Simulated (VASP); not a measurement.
# SrBr3 in VASP: further runs

The runs below take SrBr3 through single point, relaxation of cell and atoms, with PBE.

All numbers are computed with VASP 6.6.1; they aren't measurements. Logs are shortened: lines on timing, memory, paths and dates and some standing lists are left out, and cuts for length are marked.

## 1. The cell of the first run

The structure is cubic, space group Pm-3m (No. 221). Conventional cell: a = 4.906 Å, b = 4.906 Å, c = 4.906 Å, α = 90.00°, β = 90.00°, γ = 90.00°. Within 4.6 Å of Sr (site symmetry m-3m) lie 12 Br at 3.47 Å. Br (site symmetry 4/mmm) has 4 Sr at 3.47 Å and 8 Br at 3.47 Å within 4.6 Å.

## 2. Single point, PBE

The input, INCAR:

```
SYSTEM = SrBr3
  PREC = Accurate
  ENCUT = 520
  EDIFF = 1E-7
  ISMEAR = 0
  SIGMA = 0.1
  LREAL = .False.
  LASPH = .True.
  NELM = 80
  ALGO = Normal
  ISIF = 2
  LWAVE = .False.
  LCHARG = .True.
  GGA = PE
  LELF = .True.
  LVHAR = .True.
  NBANDS = 24
```

The input, KPOINTS:

```
Automatic mesh
0
Gamma
  4 4 4
  0 0 0
```

The input, POSCAR:

```
SrBr3
1.0
    4.9063756211      0.0000000000      0.0000000000
    0.0000000000      4.9063756211      0.0000000000
    0.0000000000      0.0000000000      4.9063756211
Sr Br
1 3
Direct
    0.0000000000      0.0000000000      0.0000000000
    0.0000000000      0.5000000000      0.5000000000
    0.5000000000      0.0000000000      0.5000000000
    0.5000000000      0.5000000000      0.0000000000
```

Potentials or basis: VASP PAW PBE potentials, release 64 (Sr_sv, Br).

The run is started by

```console
cat potpaw_PBE.64/Sr_sv/POTCAR potpaw_PBE.64/Br/POTCAR > POTCAR
mpirun -np 1 vasp_std > vasp.out
```

OUTCAR:

```text
SYSTEM = SrBr3
   PREC = Accurate
   ENCUT = 520
   EDIFF = 1E-7
   ISMEAR = 0
   LREAL = .False.
   LASPH = .True.
   NELM = 80
   ISIF = 2
   GGA = PE

 ion  position               nearest neighbor table
   1  0.000  0.000  0.000-   2 3.47   3 3.47   4 3.47   2 3.47   3 3.47   2 3.47   4 3.47   2 3.47
                             3 3.47   4 3.47   3 3.47   4 3.47
   2  0.000  0.500  0.500-   1 3.47   1 3.47   1 3.47   1 3.47
   3  0.500  0.000  0.500-   1 3.47   1 3.47   1 3.47   1 3.47
   4  0.500  0.500  0.000-   1 3.47   1 3.47   1 3.47   1 3.47

  LATTYP: Found a simple cubic cell.
 ALAT       =     4.9063756211

  Lattice vectors:

 A1 = (   4.9063756211,   0.0000000000,   0.0000000000)
 A2 = (   0.0000000000,   4.9063756211,   0.0000000000)
 A3 = (   0.0000000000,   0.0000000000,   4.9063756211)

Analysis of symmetry for initial positions (statically):
=====================================================================
 Subroutine PRICEL returns:
 Original cell was already a primitive cell.

 Routine SETGRP: Setting up the symmetry group for a
 simple cubic supercell.

 Subroutine GETGRP returns: Found 48 space group operations
 (whereof 48 operations were pure point group operations)
 out of a pool of 48 trial point group operations.

The static configuration has the point symmetry O_h .

Analysis of symmetry for dynamics (positions and initial velocities):
=====================================================================
 Subroutine PRICEL returns:
 Original cell was already a primitive cell.

 Routine SETGRP: Setting up the symmetry group for a
 simple cubic supercell.

 Subroutine GETGRP returns: Found 48 space group operations
 (whereof 48 operations were pure point group operations)
 out of a pool of 48 trial point group operations.

The dynamic configuration has the point symmetry O_h .

 Subroutine INISYM returns: Found 48 space group operations
 (whereof 48 operations are pure point group operations),
 and found     1 'primitive' translations

----------------------------------------------------------------------------------------

                                     Primitive cell

  volume of cell :     118.1088

  direct lattice vectors                    reciprocal lattice vectors
     4.906375621  0.000000000  0.000000000     0.203816437  0.000000000  0.000000000
     0.000000000  4.906375621  0.000000000     0.000000000  0.203816437  0.000000000
     0.000000000  0.000000000  4.906375621     0.000000000  0.000000000  0.203816437

  length of vectors
     4.906375621  4.906375621  4.906375621     0.203816437  0.203816437  0.203816437

  position of ions in fractional coordinates (direct lattice)
     0.000000000  0.000000000  0.000000000
     0.000000000  0.500000000  0.500000000
     0.500000000  0.000000000  0.500000000
     0.500000000  0.500000000  0.000000000

  ion indices of the primitive-cell ions
   primitive index   ion index
                 1           1
                 2           2
                 3           3
                 4           4

----------------------------------------------------------------------------------------

 KPOINTS: Automatic mesh

Automatic generation of k-mesh.
 Grid dimensions read from file:
 generate k-points for:    4    4    4

 Generating k-lattice:

  Cartesian coordinates                     Fractional coordinates (reciprocal lattice)
     0.050954109  0.000000000  0.000000000     0.250000000  0.000000000  0.000000000
     0.000000000  0.050954109  0.000000000     0.000000000  0.250000000  0.000000000
     0.000000000  0.000000000  0.050954109     0.000000000  0.000000000  0.250000000

  Length of vectors
     0.050954109  0.050954109  0.050954109

  Shift w.r.t. Gamma in fractional coordinates (k-lattice)
     0.000000000  0.000000000  0.000000000

 Subroutine IBZKPT returns following result:
 ===========================================

 Found     10 irreducible k-points:

 Following reciprocal coordinates:
            Coordinates               Weight
  0.000000  0.000000  0.000000      1.000000
  0.250000  0.000000  0.000000      6.000000
  0.500000  0.000000  0.000000      3.000000
  0.250000  0.250000  0.000000     12.000000
  0.500000  0.250000  0.000000     12.000000
  0.500000  0.500000  0.000000      3.000000
  0.250000  0.250000  0.250000      8.000000
  0.500000  0.250000  0.250000     12.000000
  0.500000  0.500000  0.250000      6.000000
  0.500000  0.500000  0.500000      1.000000
   k-points           NKPTS =     10   k-points in BZ     NKDIM =     10   number of bands    NBANDS=     24
   number of dos      NEDOS =    301   number of ions     NIONS =      4
   total plane-waves  NPLWV =  46656
   dimension x,y,z NGX =    36 NGY =   36 NGZ =   36
   dimension x,y,z NGXF=    72 NGYF=   72 NGZF=   72
   ions per type =               1   3
   NGX,Y,Z   is equivalent  to a cutoff of  12.20, 12.20, 12.20 a.u.
   NGXF,Y,Z  is equivalent  to a cutoff of  24.40, 24.40, 24.40 a.u.
 SYSTEM =  SrBr3
   PREC   = accura    normal or accurate (medium, high low for compatibility)
   ISTART =      0    job   : 0-new  1-cont  2-samecut
   ICHARG =      2    charge: 1-file 2-atom 10-const
   ISPIN  =      1    spin polarized calculation?
   LNONCOLLINEAR =      F non collinear calculations
   LSORBIT =      F    spin-orbit coupling
   LASPH  =      T    aspherical Exc in radial PAW
   ENCUT  =  520.0 eV  38.22 Ry    6.18 a.u.   9.12  9.12  9.12*2*pi/ulx,y,z
   NELM   =     80;   NELMIN=  2; NELMDL= -5     # of ELM steps
   EDIFF  = 0.1E-06   stopping-criterion for ELM
   LREAL  =      F    real-space projection
   EDIFFG = 0.1E-05   stopping-criterion for IOM
   NSW    =      0    number of steps for IOM
   IBRION =     -1    ionic relax: 0-MD 1-quasi-New 2-CG
   NFREE  =      0    steps in history (QN), initial steepest desc. (CG)
   ISIF   =      2    stress and relaxation
   ISYM   =      2    0-nonsym 1-usesym 2-fastsym
   POTIM  = 0.5000    time-step for ionic-motion
   TEBEG  =    0.0;   TEEND  =   0.0 temperature during run
   PSTRESS=    0.0 pullay stress
   NELECT =      31.0000    total number of electrons
   NUPDOWN=      -1.0000    fix difference up-down
   EMIN   =  10.00;   EMAX   =-10.00  energy-range for DOS
   EFERMI =   0.00;   METHOD = LEGACY
   ISMEAR =     0;   SIGMA  =   0.10  broadening in eV -4-tet -1-fermi 0-gaus
   EFERMI_NEDOS =   21; number of points for ismear=-14 and -15
   IALGO  =     38    algorithm
   IMIX   =      4    mixing-type and parameters
     AMIX     =   0.40;   BMIX     =  1.00
     AMIX_MAG =   1.60;   BMIX_MAG =  1.00
  volume/ion in A,a.u.               =      29.53       199.26
  Fermi-wavevector in a.u.,A,eV,Ry     =   1.048177  1.980767 14.948380  1.098675
  Thomas-Fermi vector in A             =   2.183088
   LORBIT       =      0    0 simple, 1 ext, 2 COOP (PROOUT), +10 PAW based schemes
   GGA     = PE    functional components
   LHFCALC =     F    Hartree Fock is set to
   AEXX    =    0.0000 exact exchange contribution
   IVDW    =     0    specifies the selected vdW correction
   LEPSILON=     F    determine dielectric tensor
   LRPA    =     F    only Hartree local field effects (RPA)
 non-spin polarized calculation
 Gauss-broadening in eV      SIGMA  =   0.10
  energy-cutoff  :      520.00
  volume of cell :      118.11
 maximum number of plane-waves:      3197
   NGX = 19   NGY = 19   NGZ = 19

 number of electron      31.0000003 magnetization

 Free energy of the ion-electron system (eV)
  ---------------------------------------------------
  ext. energy  EPLUGINS =         0.00000000
  ---------------------------------------------------
  free energy    TOTEN  =       -11.53023336 eV

  energy without entropy =      -11.49737840  energy(sigma->0) =      -11.51380588

 E-fermi :   1.5011     XC(G=0):  -8.8331

 val. band max:        1.4953962737   @ k =   0.2500   0.2500   0.2500
 cond. band min:       1.5516808265   @ k =   0.2500   0.2500   0.0000
 fundamental gap:      0.0562845528
 Fermi energy:         1.5011239178

 k-point     1 :       0.0000    0.0000    0.0000
  band No.  band energies     occupation
      1     -33.5670      2.00000
      2     -15.4917      2.00000
      3     -15.4917      2.00000
      4     -15.4917      2.00000
      5     -12.8938      2.00000
      6     -11.7225      2.00000
[... 16 lines left out ...]
     23       8.4842      0.00000
     24      11.4942      0.00000

 k-point     2 :       0.2500    0.0000    0.0000
  band No.  band energies     occupation
      1     -33.5666      2.00000
      2     -15.5270      2.00000
      3     -15.4896      2.00000
      4     -15.4896      2.00000
      5     -12.7245      2.00000
      6     -11.8760      2.00000
[... 16 lines left out ...]
     23       9.4266      0.00000
     24      10.5498      0.00000

 k-point     3 :       0.5000    0.0000    0.0000
  band No.  band energies     occupation
      1     -33.5663      2.00000
      2     -15.5610      2.00000
      3     -15.4875      2.00000
      4     -15.4875      2.00000
      5     -12.4316      2.00000
      6     -12.1547      2.00000
[... 16 lines left out ...]
     23       8.4437      0.00000
     24      10.2346      0.00000
[... 136 lines left out ...]
 k-point     9 :       0.5000    0.5000    0.2500
  band No.  band energies     occupation
      1     -33.5653      2.00000
      2     -15.5243      2.00000
      3     -15.5243      2.00000
      4     -15.4985      2.00000
      5     -12.1167      2.00000
      6     -12.0859      2.00000
[... 16 lines left out ...]
     23      10.5505      0.00000
     24      10.5505      0.00000

 k-point    10 :       0.5000    0.5000    0.5000
  band No.  band energies     occupation
      1     -33.5650      2.00000
      2     -15.5132      2.00000
      3     -15.5132      2.00000
      4     -15.5132      2.00000
      5     -12.1008      2.00000
      6     -12.1008      2.00000
[... 16 lines left out ...]
     23      11.3464      0.00000
     24      11.3464      0.00000

------------------------ aborting loop because EDIFF is reached ----------------------------------------

  FORCE on cell =-STRESS in cart. coord.  units (eV):
  Direction    XX          YY          ZZ          XY          YZ          ZX
  --------------------------------------------------------------------------------------
  -------------------------------------------------------------------------------------
  Total        0.0415431      0.0415431      0.0415431     -0.0000000      0.0000000      0.0000000
  in kB        0.5635433      0.5635433      0.5635433     -0.0000000      0.0000000      0.0000000
  external PRESSURE =       0.5635433 kB  Pullay stress =       0.0000000 kB

 VOLUME and BASIS-vectors are now :
 -----------------------------------------------------------------------------
  energy-cutoff  :      520.00
  volume of cell :      118.11
      direct lattice vectors                 reciprocal lattice vectors
     4.906375621  0.000000000  0.000000000     0.203816437  0.000000000  0.000000000
     0.000000000  4.906375621  0.000000000     0.000000000  0.203816437  0.000000000
     0.000000000  0.000000000  4.906375621     0.000000000  0.000000000  0.203816437

 POSITION                                       TOTAL-FORCE (eV/Angst)
 -----------------------------------------------------------------------------------
      0.00000      0.00000      0.00000         0.000000      0.000000      0.000000
      0.00000      2.45319      2.45319         0.000000      0.000000      0.000000
      2.45319      0.00000      2.45319         0.000000      0.000000      0.000000
      2.45319      2.45319      0.00000         0.000000      0.000000      0.000000
 -----------------------------------------------------------------------------------
    total drift:                                0.000000      0.000000      0.000000

  FREE ENERGIE OF THE ION-ELECTRON SYSTEM (eV)
  ---------------------------------------------------
  free  energy   TOTEN  =       -11.5302333603 eV

  energy  without entropy=      -11.4973783952  energy(sigma->0) =      -11.51380588
```

Run time: 12 s. Hardware: 1 thread of Intel Xeon 6975P-C (Granite Rapids), shared host; peak memory 0.21 GiB.

Results:

```
Free energy            : -11.5302 eV
Pressure               : 0.1 GPa
Band gap on the k mesh : zero (an odd number of electrons rules out a gap without spin polarisation)
```

Levels at points of the mesh, in eV from the Fermi level:
```
           k point  band 12  band 13  band 14  band 15  band 16  band 17  band 18  band 19
(0.00, 0.00, 0.00)    -1.27    -1.27     0.07     0.07     0.07     3.03     3.47     3.47
(0.50, 0.00, 0.00)    -1.82    -1.82    -1.50    -0.35    -0.35     4.78     4.83     5.37
(0.50, 0.50, 0.00)    -1.99    -1.99    -1.50    -0.19     0.18     4.97     5.23     6.29
(0.50, 0.50, 0.50)    -0.09    -0.09    -0.09     0.22     0.22     3.70     4.76     4.76
```

Caveat: an odd number of electrons without spin polarisation forces a metal; a magnetic or distorted state may lie lower.

## 3. Single point, PBE

This run uses another cell than the first one, of 29.59 Å³/atom.

The input, INCAR:

```
SYSTEM = SrBr3
PREC = Accurate
ENCUT = 520
EDIFF = 1E-6
ISMEAR = 0
SIGMA = 0.1
LREAL = .FALSE.
LASPH = .TRUE.
NELM = 80
ALGO = Normal
ISIF = 2
LWAVE = .FALSE.
LCHARG = .TRUE.
GGA = PE
LELF = .TRUE.
LVHAR = .TRUE.
NBANDS = 24
```

The input, KPOINTS:

```
Automatic mesh
0
G
  10 10 10
  0 0 0
```

The input, POSCAR:

```
SrBr3
1.0
    4.9096548635      0.0000000000      0.0000000000
    0.0000000000      4.9096548635      0.0000000000
    0.0000000000      0.0000000000      4.9096548635
Sr Br
1 3
Direct
    0.0000000000      0.0000000000      0.0000000000
    0.0000000000      0.5000000000      0.5000000000
    0.5000000000      0.0000000000      0.5000000000
    0.5000000000      0.5000000000      0.0000000000
```

Potentials or basis: VASP PAW PBE potentials, release 64 (Sr_sv, Br).

The run is started by

```console
cat potpaw_PBE.64/Sr_sv/POTCAR potpaw_PBE.64/Br/POTCAR > POTCAR
mpirun -np 1 vasp_std > vasp.out
```

Wall time 65 s (1 thread of Intel Xeon 6975P-C (Granite Rapids), shared host); peak memory 0.32 GiB.

It converged, with:

* Free energy: -11.5227 eV
* Pressure: 0.1 GPa
* Band gap on the k mesh: zero (an odd number of electrons rules out a gap without spin polarisation)

Levels at points of the mesh, in eV from the Fermi level:
| k point | band 12 | band 13 | band 14 | band 15 | band 16 | band 17 | band 18 | band 19 |
| --- | --- | --- | --- | --- | --- | --- | --- | --- |
| (0.00, 0.00, 0.00) | -1.27 | -1.27 | 0.05 | 0.05 | 0.05 | 3.03 | 3.47 | 3.47 |
| (0.50, 0.00, 0.00) | -1.82 | -1.82 | -1.52 | -0.36 | -0.36 | 4.79 | 4.83 | 5.37 |
| (0.50, 0.50, 0.00) | -1.99 | -1.99 | -1.51 | -0.19 | 0.16 | 4.97 | 5.23 | 6.29 |
| (0.50, 0.50, 0.50) | -0.10 | -0.10 | -0.10 | 0.20 | 0.20 | 3.70 | 4.75 | 4.75 |

Caveat: an odd number of electrons without spin polarisation forces a metal; a magnetic or distorted state may lie lower.

(Continued in part 2 of 2.)

The gap in the log of VASP goes by the Fermi energy; the results here count the filled bands.